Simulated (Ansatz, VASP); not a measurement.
# Two plane-wave programs on Si5Ru

```xyz
6
Lattice="0.0000 3.5104 3.5104 3.5104 0.0000 3.5104 3.5104 3.5104 0.0000" Properties=species:S:1:pos:R:3 pbc="T T T"
Si    2.6395    2.6395    0.8709
Si    2.6395    0.8709    2.6395
Si    5.2656    5.2656    5.2656
Si    0.8709    0.8709    0.8709
Si    0.8709    2.6395    2.6395
Ru    3.5104    3.5104    3.5104
```

Change from the starting cell: species swapped into the HfNi5 type (F-43m, No. 216).

Alike in both runs: functional PBE; k mesh 10 × 10 × 10; occupations gaussian, width 0.1 eV; no spin polarisation.

Ansatz relaxed the structure, and its values are those at the end. VASP's run is a single point on that final structure, the one shown.

|  | VASP | Ansatz |
| --- | --- | --- |
| version | VASP 6.6.1 | Ansatz 0.2.0 |
| potentials or method | VASP PAW PBE potentials, release 64 (Si, Ru_pv), cutoff 520 eV | scalar-relativistic, plane waves, PAW |
| valence electrons in the cell | 34 | 36 |

```csv
,VASP,Ansatz,Ansatz less VASP
gap on the k mesh at the Fermi level (eV),none,none,-
pressure (GPa),-0.1,0.0,+0.12
```

A gap of «none» marks a metal or a gap that the smearing closes. The functional is the same, so the differences come from potentials, cutoffs and numerics. VASP's potentials hold 34 valence electrons a cell and Ansatz's 36, so a difference there can come from the potentials and not from the codes.
